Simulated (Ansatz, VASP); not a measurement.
## One calculation of LiF, two programs

```
CELL_PARAMETERS angstrom
3.09408 1.78637 3.61437
-3.09408 1.78637 3.61437
0.00000 -3.57274 3.61437
ATOMIC_POSITIONS crystal
Li 0.17775 0.17775 0.17775
Li 0.82225 0.82225 0.82225
Li 0.59602 0.00000 0.40398
Li 0.40398 0.59602 0.00000
Li 0.00000 0.40398 0.59602
F 0.34802 0.34802 0.34802
F 0.08558 0.50000 0.91442
F 0.91442 0.08558 0.50000
F 0.50000 0.91442 0.08558
F 0.65198 0.65198 0.65198
```

Alike in both runs: functional PBE; k mesh 6 × 6 × 6; occupations gaussian, width 0.02 eV; no spin polarisation.

Ansatz relaxed the structure, and its values are those at the end. VASP's run is a single point on that final structure, the one shown.

```csv
,VASP,Ansatz
version,VASP 6.6.1,Ansatz 0.2.0
potentials or method,"VASP PAW PBE potentials, release 64 (Li_sv, F), cutoff 520 eV","scalar-relativistic, plane waves, PAW"
valence electrons in the cell,50,50
```

VASP gave:

```
gap on the k mesh at the Fermi level (eV) : 6.12
least direct gap on the mesh (eV)         : 6.12
rms of the force components (eV/Å)        : 0.006
```

Task: Estimate Ansatz's values.

Result: gap on the k mesh at the Fermi level (eV): 6.13; least direct gap on the mesh (eV): 6.13; rms of the force components (eV/Å): 0.000.

Noted on VASP's run: the cutoff is under 1.25 times that of the potentials, so the pressure is a little rough.
